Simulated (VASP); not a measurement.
Set up this calculation in VASP 6.6.1, as the native input.

```
Task                   : single point
Functional             : PBE
Potentials or basis    : VASP PAW PBE potentials, release 64 (Na_pv)
Cutoff                 : 520 eV
k mesh                 : 16 × 16 × 16
Occupations            : gaussian, width 0.15 eV
Spin                   : no spin polarisation
Dipole correction      : no
Further INCAR settings : ALGO = Fast; EDIFF = 1e-07; NBANDS = 10
```

The structure of Na lies in POSCAR:

```
Na
1.0
   -2.1704375000      2.1704375000      2.0645625000
    2.1704375000     -2.1704375000      2.0645625000
    2.1704375000      2.1704375000     -2.0645625000
Na
1
Direct
    0.0000000000      0.0000000000      0.0000000000
```

This cell differs from its parent crystal: strain +0.025 along x and y, -0.025 along z.

These files were run (other wordings do the same):

INCAR

```
  ALGO = Fast
  EDIFF = 1E-7
  ENCUT = 520
  GGA = PE
  ISIF = 2
  ISMEAR = 0
  LASPH = True
  LCHARG = False
  LREAL = False
  LWAVE = False
  NBANDS = 10
  NELM = 60
  PREC = Accurate
  SIGMA = 0.15
```

KPOINTS

```
k-points
0
Gamma
  16 16 16
```

Potentials or basis: VASP PAW PBE potentials, release 64 (Na_pv).

Launch:

```sh
$ cat potpaw_PBE.64/Na_pv/POTCAR > POTCAR
$ mpirun -np 1 vasp_std > vasp.out
```

Results of the run:

```yaml
Pressure: -0.4 GPa
```

Caveat: the cell differs from its parent crystal (strain +0.025 along x and y, -0.025 along z).

It took 83 s on 1 thread of Intel(R) Xeon(R) Platinum 8259CL CPU @ 2.50GHz (Skylake/Cascade Lake) (shared host), peak memory 0.22 GiB.
